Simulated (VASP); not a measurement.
# CsTa (Pm-3m) in VASP: single point with r2SCAN

Aim: the single point of CsTa with r2SCAN.

Everything below comes from runs of VASP 6.6.1. Logs are shortened: lines on timing, memory, paths and dates and some standing lists are left out, and cuts for length are marked.

**1. The cell of the first run**

The structure is cubic, space group Pm-3m (No. 221). Conventional cell: a = 4.039 Å, b = 4.039 Å, c = 4.039 Å, α = 90.00°, β = 90.00°, γ = 90.00°. Within 4.6 Å of Cs (site symmetry m-3m) lie 8 Ta at 3.50 Å and 6 Cs at 4.04 Å. Ta (site symmetry m-3m) has 8 Cs at 3.50 Å and 6 Ta at 4.04 Å within 4.6 Å.

**2. Single point, r2SCAN**

File POSCAR:

```
CsTa
1.0
    4.0393460000      0.0000000000      0.0000000000
    0.0000000000      4.0393460000      0.0000000000
    0.0000000000      0.0000000000      4.0393460000
Cs Ta
1 1
Direct
    0.0000000000      0.0000000000      0.0000000000
    0.5000000000      0.5000000000      0.5000000000
```

File INCAR.step1:

```
ALGO = Normal
EDIFF = 1E-4
ENCUT = 520
GGA = PE
ISMEAR = -1
LASPH = True
LCHARG = False
LREAL = False
LWAVE = True
NBANDS = 17
NELM = 60
PREC = Accurate
SIGMA = 0.1
```

File INCAR.step2:

```
ALGO = Normal
EDIFF = 1E-7
ENCUT = 520
ISIF = 2
ISMEAR = -1
ISTART = 1
LASPH = True
LCHARG = False
LMIXTAU = True
LREAL = False
LWAVE = False
METAGGA = R2SCAN
NBANDS = 17
NELM = 60
PREC = Accurate
SIGMA = 0.1
```

File KPOINTS:

```
k-points
0
Gamma
  8 8 8
```

Potentials or basis: VASP PAW PBE potentials, release 64 (Cs_sv, Ta_pv).

The run is started by

```bash
cat potpaw_PBE.64/Cs_sv/POTCAR potpaw_PBE.64/Ta_pv/POTCAR > POTCAR
cp INCAR.step1 INCAR
mpirun -np 1 vasp_std > vasp.out
cp INCAR.step2 INCAR
mpirun -np 1 vasp_std > vasp.out
```

OUTCAR:

```text
EDIFF = 1E-7
   ENCUT = 520
   ISIF = 2
   ISMEAR = -1
   ISTART = 1
   LASPH = True
   LREAL = False
   METAGGA = R2SCAN
   NELM = 60
   PREC = Accurate

 ion  position               nearest neighbor table
   1  0.000  0.000  0.000-
   2  0.500  0.500  0.500-

  LATTYP: Found a simple cubic cell.
 ALAT       =     4.0393460000

  Lattice vectors:

 A1 = (   4.0393460000,   0.0000000000,   0.0000000000)
 A2 = (   0.0000000000,   4.0393460000,   0.0000000000)
 A3 = (   0.0000000000,   0.0000000000,   4.0393460000)

Analysis of symmetry for initial positions (statically):
=====================================================================
 Subroutine PRICEL returns:
 Original cell was already a primitive cell.

 Routine SETGRP: Setting up the symmetry group for a
 simple cubic supercell.

 Subroutine GETGRP returns: Found 48 space group operations
 (whereof 48 operations were pure point group operations)
 out of a pool of 48 trial point group operations.

The static configuration has the point symmetry O_h .

Analysis of symmetry for dynamics (positions and initial velocities):
=====================================================================
 Subroutine PRICEL returns:
 Original cell was already a primitive cell.

 Routine SETGRP: Setting up the symmetry group for a
 simple cubic supercell.

 Subroutine GETGRP returns: Found 48 space group operations
 (whereof 48 operations were pure point group operations)
 out of a pool of 48 trial point group operations.

The dynamic configuration has the point symmetry O_h .

 Subroutine INISYM returns: Found 48 space group operations
 (whereof 48 operations are pure point group operations),
 and found     1 'primitive' translations

----------------------------------------------------------------------------------------

                                     Primitive cell

  volume of cell :      65.9072

  direct lattice vectors                    reciprocal lattice vectors
     4.039346000  0.000000000  0.000000000     0.247564829  0.000000000  0.000000000
     0.000000000  4.039346000  0.000000000     0.000000000  0.247564829  0.000000000
     0.000000000  0.000000000  4.039346000     0.000000000  0.000000000  0.247564829

  length of vectors
     4.039346000  4.039346000  4.039346000     0.247564829  0.247564829  0.247564829

  position of ions in fractional coordinates (direct lattice)
     0.000000000  0.000000000  0.000000000
     0.500000000  0.500000000  0.500000000

  ion indices of the primitive-cell ions
   primitive index   ion index
                 1           1
                 2           2

----------------------------------------------------------------------------------------

 KPOINTS: k-points

Automatic generation of k-mesh.
 Grid dimensions read from file:
 generate k-points for:    8    8    8

 Generating k-lattice:

  Cartesian coordinates                     Fractional coordinates (reciprocal lattice)
     0.030945604  0.000000000  0.000000000     0.125000000  0.000000000  0.000000000
     0.000000000  0.030945604  0.000000000     0.000000000  0.125000000  0.000000000
     0.000000000  0.000000000  0.030945604     0.000000000  0.000000000  0.125000000

  Length of vectors
     0.030945604  0.030945604  0.030945604

  Shift w.r.t. Gamma in fractional coordinates (k-lattice)
     0.000000000  0.000000000  0.000000000

 Subroutine IBZKPT returns following result:
 ===========================================

 Found     35 irreducible k-points:

 Following reciprocal coordinates:
            Coordinates               Weight
  0.000000  0.000000  0.000000      1.000000
  0.125000  0.000000  0.000000      6.000000
  0.250000  0.000000  0.000000      6.000000
  0.375000  0.000000  0.000000      6.000000
  0.500000  0.000000  0.000000      3.000000
  0.125000  0.125000  0.000000     12.000000
[... 16 lines left out ...]
  0.375000  0.375000  0.125000     24.000000
  0.500000  0.375000  0.125000     24.000000
 [... further k-points ...]
   k-points           NKPTS =     35   k-points in BZ     NKDIM =     35   number of bands    NBANDS=     17
   number of dos      NEDOS =    301   number of ions     NIONS =      2
   total plane-waves  NPLWV =  27000
   dimension x,y,z NGX =    30 NGY =   30 NGZ =   30
   dimension x,y,z NGXF=    60 NGYF=   60 NGZF=   60
   ions per type =               1   1
   NGX,Y,Z   is equivalent  to a cutoff of  12.35, 12.35, 12.35 a.u.
   NGXF,Y,Z  is equivalent  to a cutoff of  24.69, 24.69, 24.69 a.u.
 SYSTEM =  unknown system
   PREC   = accura    normal or accurate (medium, high low for compatibility)
   ISTART =      1    job   : 0-new  1-cont  2-samecut
   ICHARG =      0    charge: 1-file 2-atom 10-const
   ISPIN  =      1    spin polarized calculation?
   LNONCOLLINEAR =      F non collinear calculations
   LSORBIT =      F    spin-orbit coupling
   LASPH  =      T    aspherical Exc in radial PAW
   ENCUT  =  520.0 eV  38.22 Ry    6.18 a.u.   7.51  7.51  7.51*2*pi/ulx,y,z
   NELM   =     60;   NELMIN=  2; NELMDL=  0     # of ELM steps
   EDIFF  = 0.1E-06   stopping-criterion for ELM
   LREAL  =      F    real-space projection
   EDIFFG = 0.1E-05   stopping-criterion for IOM
   NSW    =      0    number of steps for IOM
   IBRION =     -1    ionic relax: 0-MD 1-quasi-New 2-CG
   NFREE  =      0    steps in history (QN), initial steepest desc. (CG)
   ISIF   =      2    stress and relaxation
   ISYM   =      2    0-nonsym 1-usesym 2-fastsym
   POTIM  = 0.5000    time-step for ionic-motion
   TEBEG  =    0.0;   TEEND  =   0.0 temperature during run
   PSTRESS=    0.0 pullay stress
   NELECT =      20.0000    total number of electrons
   NUPDOWN=      -1.0000    fix difference up-down
   EMIN   =  10.00;   EMAX   =-10.00  energy-range for DOS
   EFERMI =   0.00;   METHOD = LEGACY
   ISMEAR =    -1;   SIGMA  =   0.10  broadening in eV -4-tet -1-fermi 0-gaus
   EFERMI_NEDOS =   21; number of points for ismear=-14 and -15
   IALGO  =     38    algorithm
   IMIX   =      4    mixing-type and parameters
     AMIX     =   0.40;   BMIX     =  1.00
     AMIX_MAG =   1.60;   BMIX_MAG =  1.00
  volume/ion in A,a.u.               =      32.95       222.38
  Fermi-wavevector in a.u.,A,eV,Ry     =   1.100121  2.078927 16.466670  1.210266
  Thomas-Fermi vector in A             =   2.236527
   LORBIT       =      0    0 simple, 1 ext, 2 COOP (PROOUT), +10 PAW based schemes
   METAGGA = R2SCAN    functional components
   LHFCALC =     F    Hartree Fock is set to
   AEXX    =    0.0000 exact exchange contribution
   IVDW    =     0    specifies the selected vdW correction
   LEPSILON=     F    determine dielectric tensor
   LRPA    =     F    only Hartree local field effects (RPA)
 non-spin polarized calculation
  energy-cutoff  :      520.00
  volume of cell :       65.91
 maximum number of plane-waves:      1800
   NGX = 15   NGY = 15   NGZ = 15

 number of electron      20.0000004 magnetization

 Free energy of the ion-electron system (eV)
  ---------------------------------------------------
  ext. energy  EPLUGINS =         0.00000000
  ---------------------------------------------------
  free energy    TOTEN  =       -67.52287819 eV

  energy without entropy =      -67.40195614  energy(sigma->0) =      -67.46241717

 E-fermi :   3.3595     XC(G=0): -10.3414

 val. band max:        3.3508657475   @ k =   0.3750   0.3750   0.1250
 cond. band min:       3.3740861444   @ k =   0.5000   0.3750   0.1250
 fundamental gap:      0.0232203969
 Fermi energy:         3.3595281019

 k-point     1 :       0.0000    0.0000    0.0000
  band No.  band energies     occupation
      1     -33.2717      2.00000
      2     -33.2717      2.00000
      3     -33.2717      2.00000
      4     -19.5270      2.00000
      5      -5.6431      2.00000
      6      -5.6431      2.00000
[... 9 lines left out ...]
     16      10.8496      0.00000
     17      10.8496      0.00000

 k-point     2 :       0.1250    0.0000    0.0000
  band No.  band energies     occupation
      1     -33.2748      2.00000
      2     -33.2715      2.00000
      3     -33.2715      2.00000
      4     -19.5089      2.00000
      5      -5.9124      2.00000
      6      -5.6345      2.00000
[... 9 lines left out ...]
     16       9.8591      0.00000
     17       9.8591      0.00000

 k-point     3 :       0.2500    0.0000    0.0000
  band No.  band energies     occupation
      1     -33.2823      2.00000
      2     -33.2710      2.00000
      3     -33.2709      2.00000
      4     -19.4644      2.00000
      5      -6.4633      2.00000
      6      -5.6137      2.00000
[... 9 lines left out ...]
     16       8.5895      0.00000
     17       8.5895      0.00000

 k-point     4 :       0.3750    0.0000    0.0000
  band No.  band energies     occupation
      1     -33.2897      2.00000
      2     -33.2704      2.00000
      3     -33.2704      2.00000
      4     -19.4190      2.00000
      5      -6.9254      2.00000
      6      -5.5929      2.00000
[... 9 lines left out ...]
     16       7.6872      0.00000
     17       7.6872      0.00000

 k-point     5 :       0.5000    0.0000    0.0000
  band No.  band energies     occupation
      1     -33.2928      2.00000
      2     -33.2702      2.00000
      3     -33.2701      2.00000
      4     -19.4000      2.00000
      5      -7.0990      2.00000
      6      -5.5843      2.00000
[... 9 lines left out ...]
     16       7.3540      0.00000
     17       7.3540      0.00000

 k-point     6 :       0.1250    0.1250    0.0000
  band No.  band energies     occupation
      1     -33.2747      2.00000
      2     -33.2745      2.00000
      3     -33.2713      2.00000
      4     -19.4914      2.00000
      5      -5.9600      2.00000
      6      -5.8168      2.00000
[... 9 lines left out ...]
     16       8.6297      0.00000
     17       9.3876      0.00000

 k-point     7 :       0.2500    0.1250    0.0000
  band No.  band energies     occupation
      1     -33.2820      2.00000
      2     -33.2740      2.00000
      3     -33.2707      2.00000
      4     -19.4488      2.00000
      5      -6.4303      2.00000
      6      -5.8192      2.00000
[... 9 lines left out ...]
     16       8.4237      0.00000
     17       8.5785      0.00000

 k-point     8 :       0.3750    0.1250    0.0000
  band No.  band energies     occupation
      1     -33.2894      2.00000
      2     -33.2734      2.00000
      3     -33.2702      2.00000
      4     -19.4053      2.00000
      5      -6.8688      2.00000
      6      -5.7761      2.00000
[... 9 lines left out ...]
     16       7.8975      0.00000
     17       8.0229      0.00000
[... 203 lines left out ...]
      1     -33.2921      2.00000
      2     -33.2730      2.00000
      3     -33.2729      2.00000
      4     -19.3738      2.00000
      5      -6.9778      2.00000
      6      -5.7430      2.00000
[... 9 lines left out ...]
     16       7.2237      0.00000
     17       8.7651      0.00000

 k-point    20 :       0.2500    0.2500    0.1250
  band No.  band energies     occupation
      1     -33.2812      2.00000
      2     -33.2809      2.00000
      3     -33.2732      2.00000
      4     -19.3958      2.00000
      5      -6.3767      2.00000
      6      -6.1724      2.00000
[... 9 lines left out ...]
     16       8.3110      0.00000
     17       8.5474      0.00000

 k-point    21 :       0.3750    0.2500    0.1250
  band No.  band energies     occupation
      1     -33.2883      2.00000
      2     -33.2804      2.00000
      3     -33.2726      2.00000
      4     -19.3576      2.00000
      5      -6.6866      2.00000
      6      -6.1586      2.00000
[... 9 lines left out ...]
     16       8.2219      0.00000
     17       9.2438      0.00000

 k-point    22 :       0.5000    0.2500    0.1250
  band No.  band energies     occupation
      1     -33.2913      2.00000
      2     -33.2801      2.00000
      3     -33.2724      2.00000
      4     -19.3416      2.00000
      5      -6.8327      2.00000
      6      -6.1232      2.00000
[... 9 lines left out ...]
     16       8.1313      0.00000
     17       9.7486      0.00000

 k-point    23 :       0.3750    0.3750    0.1250
  band No.  band energies     occupation
      1     -33.2876      2.00000
      2     -33.2875      2.00000
      3     -33.2720      2.00000
      4     -19.3233      2.00000
      5      -6.5807      2.00000
      6      -6.4893      2.00000
[... 9 lines left out ...]
     16       8.9511      0.00000
     17       9.9319      0.00000

 k-point    24 :       0.5000    0.3750    0.1250
  band No.  band energies     occupation
      1     -33.2905      2.00000
      2     -33.2872      2.00000
      3     -33.2718      2.00000
      4     -19.3089      2.00000
      5      -6.6773      2.00000
      6      -6.4735      2.00000
[... 9 lines left out ...]
     16       9.1233      0.00000
     17      10.4030      0.00000

 [... further k-points ...]

------------------------ aborting loop because EDIFF is reached ----------------------------------------

  FORCE on cell =-STRESS in cart. coord.  units (eV):
  Direction    XX          YY          ZZ          XY          YZ          ZX
  --------------------------------------------------------------------------------------
  -------------------------------------------------------------------------------------
  Total       -0.9722149     -0.9722149     -0.9722149     -0.0000000     -0.0000000      0.0000000
  in kB      -23.6341337    -23.6341337    -23.6341337     -0.0000000     -0.0000000      0.0000000
  external PRESSURE =     -23.6341337 kB  Pullay stress =       0.0000000 kB

 VOLUME and BASIS-vectors are now :
 -----------------------------------------------------------------------------
  energy-cutoff  :      520.00
  volume of cell :       65.91
      direct lattice vectors                 reciprocal lattice vectors
     4.039346000  0.000000000  0.000000000     0.247564829  0.000000000  0.000000000
     0.000000000  4.039346000  0.000000000     0.000000000  0.247564829  0.000000000
     0.000000000  0.000000000  4.039346000     0.000000000  0.000000000  0.247564829

 POSITION                                       TOTAL-FORCE (eV/Angst)
 -----------------------------------------------------------------------------------
      0.00000      0.00000      0.00000         0.000000      0.000000      0.000000
      2.01967      2.01967      2.01967         0.000000      0.000000      0.000000
 -----------------------------------------------------------------------------------
    total drift:                                0.000000      0.000000      0.000000

  FREE ENERGIE OF THE ION-ELECTRON SYSTEM (eV)
  ---------------------------------------------------
  free  energy   TOTEN  =       -67.5228781855 eV

  energy  without entropy=      -67.4019561446  energy(sigma->0) =      -67.46241717
```

It took 4.3 min on 1 thread of AMD EPYC 7R13, shared host; peak memory 0.16 GiB.

What came out:

* Free energy: -67.5229 eV
* Pressure: -2.4 GPa
* Band gap on the k mesh: zero (bands 10 and 11 overlap by 0.37 eV)

Caveat: the PAW data sets were made with another functional, which shifts forces and pressure a little; spin-orbit coupling is left out, which moves the levels of the heavy elements.

The gap in the log of VASP goes by the Fermi energy; the results here count the filled bands.